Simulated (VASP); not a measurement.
Write the native input for VASP 6.6.1 that does the following.

- Task: single point
- Functional: PBEsol
- Potentials or basis: VASP PAW PBE potentials, release 64 (Ti_sv, O)
- Cutoff: 520 eV
- k mesh: 6 × 6 × 4
- Occupations: gaussian, width 0.01 eV
- Spin: no spin polarisation
- Dipole correction: no
- Further INCAR settings: ALGO = Normal; EDIFF = 1e-06; NBANDS = 33

The structure of TiO2 lies in POSCAR:

```
TiO2
1.0
    2.7060340000     -2.7066550000      0.0000000000
    2.7060340000      2.7066550000      0.0000000000
   -2.6335310000      0.0000000000      4.7966370000
Ti O
2 4
Direct
    0.1156327747      0.8474127747      0.2500000000
    0.8658900000      0.1341100000      0.7500000000
    0.3312210000      0.0887550000      0.6671490000
    0.6687790000      0.9112450000      0.3328510000
    0.9112450000      0.6687790000      0.8328510000
    0.0887550000      0.3312210000      0.1671490000
```

These files were run (other wordings do the same):

INCAR

```
SYSTEM = TiO2
PREC = Accurate
ENCUT = 520
EDIFF = 1E-6
ISMEAR = 0
SIGMA = 0.01
LREAL = .False.
LASPH = .True.
NELM = 100
ALGO = Normal
ISIF = 2
LWAVE = .False.
LCHARG = .True.
GGA = PS
LELF = .True.
LVHAR = .True.
NBANDS = 33
```

KPOINTS

```
regular mesh
0
Gamma
  6 6 4
  0 0 0
```

Potentials or basis: VASP PAW PBE potentials, release 64 (Ti_sv, O).

Run with:

```bash
$ cat potpaw_PBE.64/Ti_sv/POTCAR potpaw_PBE.64/O/POTCAR > POTCAR
$ mpirun -np 1 vasp_std > vasp.out
```

It gave:

| Quantity | Value |
| --- | --- |
| Pressure | -6.4 GPa |
| Largest force | 0.367 eV/Å |
| Band gap on the k mesh | 2.07 eV (least direct gap 2.42 eV) |

Caveat: the cell stands under tension; the PAW data sets were made with another functional, which shifts forces and pressure a little.

It took 5.6 min on 1 thread of Intel Xeon 8259CL, with other jobs on the host, peak memory 0.26 GiB.
